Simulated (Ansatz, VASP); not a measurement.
Ge in VASP and in Ansatz

```
CELL_PARAMETERS angstrom
4.36601 0.00000 0.00000
-2.18301 3.78108 0.00000
0.00000 0.00000 2.76349
ATOMIC_POSITIONS crystal
Ge 0.33333 0.66667 0.00000
Ge 0.66667 0.33333 0.00000
```

Alike in both runs: functional PBE; dispersion D3(BJ); k mesh 12 × 12 × 14; occupations gaussian, width 0.1 eV; no spin polarisation.

Ansatz relaxed the structure, and its values are those at the end. VASP's run is a single point on that final structure, the one shown.

```csv
,VASP,Ansatz
version,VASP 6.6.1,Ansatz 0.2.0
potentials or method,"VASP PAW PBE potentials, release 64 (Ge_d), cutoff 520 eV","scalar-relativistic, plane waves, PAW"
valence electrons in the cell,28,28
```

```csv
,VASP,Ansatz,Ansatz less VASP
gap on the k mesh at the Fermi level (eV),none,none,-
pressure (GPa),0.0,0.0,-0.03
```

A gap of «none» marks a metal or a gap that the smearing closes.
